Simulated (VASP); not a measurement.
Set up this calculation in VASP 6.6.1, as the native input.

```yaml
Task: single point
Functional: r2SCAN
Potentials_or_basis: VASP PAW PBE potentials, release 64 (Ga_d, Sb)
Cutoff: 520 eV
k_mesh: 4 × 4 × 4
Occupations: gaussian, width 0.01 eV
Spin: no spin polarisation
Dipole_correction: no
Further_INCAR_settings: ALGO = Normal; EDIFF = 1e-06; NBANDS = 22
```

Crystal: GaSb3.

```
Ga Sb
1.0
     0.00000    3.73060    3.73060
     3.73060    0.00000    3.73060
     3.73060    3.73060    0.00000
Ga Sb
1 3
Direct
  0.00000 0.00500 0.00000
  0.25000 0.25000 0.25000
  0.75000 0.75000 0.75000
  0.50000 0.50000 0.50000
```

The input as run:

POSCAR

```
GaSb3
1.0
    0.0000000000      3.7305950000      3.7305950000
    3.7305950000      0.0000000000      3.7305950000
    3.7305950000      3.7305950000      0.0000000000
Ga Sb
1 3
Direct
    0.0000000000      0.0050000000      0.0000000000
    0.2500000000      0.2500000000      0.2500000000
    0.7500000000      0.7500000000      0.7500000000
    0.5000000000      0.5000000000      0.5000000000
```

INCAR.step1

```
ALGO = Normal
EDIFF = 1E-4
ENCUT = 520
GGA = PE
ISMEAR = 0
LASPH = T
LCHARG = F
LREAL = F
LWAVE = T
NBANDS = 22
NELM = 100
PREC = Accurate
SIGMA = 0.01
```

INCAR.step2

```
ALGO = Normal
EDIFF = 1E-6
ENCUT = 520
ISIF = 2
ISMEAR = 0
ISTART = 1
LASPH = T
LCHARG = F
LMIXTAU = T
LREAL = F
LWAVE = F
METAGGA = R2SCAN
NBANDS = 22
NELM = 100
PREC = Accurate
SIGMA = 0.01
```

KPOINTS

```
k-points
0
Gamma
  4 4 4
```

Potentials or basis: VASP PAW PBE potentials, release 64 (Ga_d, Sb).

Command:

```console
$ cat potpaw_PBE.64/Ga_d/POTCAR potpaw_PBE.64/Sb/POTCAR > POTCAR
$ cp INCAR.step1 INCAR
$ mpirun -np 1 vasp_std > vasp.out
$ cp INCAR.step2 INCAR
$ mpirun -np 1 vasp_std > vasp.out
```

Results of the run:

```
Pressure               : -3.4 GPa
Largest force          : 0.022 eV/Å
Band gap on the k mesh : zero (bands 14 and 15 overlap by 3.94 eV)
```

Caveat: the k points lie up to 0.36 Å⁻¹ apart, too coarse for converged energies and pressures of a metal; the PAW data sets were made with another functional, which shifts forces and pressure a little; spin-orbit coupling is left out, which moves the levels of the heavy elements.

It took 110 s on 1 thread of Intel(R) Xeon(R) Platinum 8488C (Sapphire Rapids), with other jobs on the host, peak memory 0.26 GiB.
